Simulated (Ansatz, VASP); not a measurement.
SrCl2: VASP beside Ansatz

```xyz
3
Lattice="0.8496 3.9579 3.9579 3.9579 0.8496 3.9579 3.9579 3.9579 0.8496" Properties=species:S:1:pos:R:3 pbc="T T T"
Sr    0.0000    0.0000    0.0000
Cl    2.1914    2.1914    2.1914
Cl    6.5741    6.5741    6.5741
```

Alike in both runs: task single point; functional r2SCAN; k mesh 6 × 6 × 6; occupations gaussian, width 0.05 eV; no spin polarisation.

|  | VASP | Ansatz |
| --- | --- | --- |
| version | VASP 6.6.1 | Ansatz 0.2.0 |
| potentials or method | VASP PAW PBE potentials, release 64 (Sr_sv, Cl), cutoff 520 eV | scalar-relativistic, plane waves, PAW |
| valence electrons in the cell | 24 | 24 |

```tsv
	VASP	Ansatz	Ansatz less VASP
gap on the k mesh at the Fermi level (eV)	6.16	6.16	+0.001
least direct gap on the mesh (eV)	6.19	6.19	+0.001
pressure (GPa)	3.9	3.9	-0.09
traceless stress, the component that is largest in VASP (GPa)	-0.91	-0.89	+0.026
rms of the force components (eV/Å)	0.212	0.202	-0.0104
```

VASP's potentials were made for PBE, not for r2SCAN. Atom by atom the forces differ by 0.010 eV/Å (rms over components). With one functional, cell and mesh, what is left measures potentials, basis and numerics.
